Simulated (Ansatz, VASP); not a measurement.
## Two plane-wave programs on SnSe

File INCAR:

```
  ALGO = Normal
  EDIFF = 1E-6
  ENCUT = 500
  GGA = PE
  GGA_COMPAT = False
  ISIF = 2
  ISMEAR = -1
  LASPH = True
  LCHARG = False
  LREAL = False
  LWAVE = False
  NBANDS = 17
  NELM = 120
  PREC = Accurate
  SIGMA = 0.05
```

File KPOINTS:

```
k-points
0
Gamma
  11 11 11
```

The input POSCAR:

```
SnSe
1.0
    0.0000000000      2.7766551830      2.7766551830
    2.7766551830      0.0000000000      2.7766551830
    2.7766551830      2.7766551830      0.0000000000
Sn Se
1 1
Direct
    0.0000000000      0.0000000000      0.0000000000
    0.2500000000      0.2500000000      0.2500000000
```

Input for Ansatz:

```yaml
crystal:
  lattice:
    - [0.0, 2.776655183, 2.776655183]
    - [2.776655183, 0.0, 2.776655183]
    - [2.776655183, 2.776655183, 0.0]
  atoms:
    - { symbol: Sn, position: [0.0, 0.0, 0.0] }
    - { symbol: Se, position: [0.25, 0.25, 0.25] }
kpoints:
  mp_grid: { grid: [11, 11, 11] }
  band_path:
    path:
      - [0.0, 0.0, 0.0]
      - [-0.5, -0.5, 0.0]
      - [-0.375, -0.375, 0.25]
      - [-0.375, 0.0, 0.375]
      - [0.0, 0.0, 0.0]
      - [0.0, 0.0, 0.5]
      - [-0.5, -0.25, 0.25]
      - [-0.5, -0.5, 0.0]
    npoints: 8
scf:
  occupations: { method: fermi_dirac, width: 0.05 }
hamiltonian:
  xc: pbe
  pseudopotentials: { kind: paw }
output:
  forces: true
  stress: true
  eigenvalues: true
  populations: true
  dos: { projected: true, de: 0.2, e_range: [-14, 8] }
  write_density: true
  write_potential: true
  elf: true
  volumetric_format: npy
```

Change from the starting cell: volume scaled by 0.55, PAW files.

Alike in both runs: task single point; functional PBE; k mesh 11 × 11 × 11; occupations fermi-dirac, width 0.05 eV; no spin polarisation.

|  | VASP | Ansatz |
| --- | --- | --- |
| version | VASP 6.6.1 | Ansatz 0.2.0 |
| potentials or method | VASP PAW PBE potentials, release 64 (Sn_d, Se) | PAW with Ansatz's default frozen-core files, scalar-relativistic |
| plane-wave cutoff (eV) | 500 | 420 |
| valence electrons in the cell | 20 | 30 |

|  | VASP | Ansatz | Ansatz less VASP |
| --- | --- | --- | --- |
| pressure (GPa) | 53.8 | 53.7 | -0.09 |

Both programs put the cell under a high pressure, so it lies far from rest at this level. VASP's potentials hold 20 valence electrons a cell and Ansatz's 30, so a difference there can come from the potentials and not from the codes.
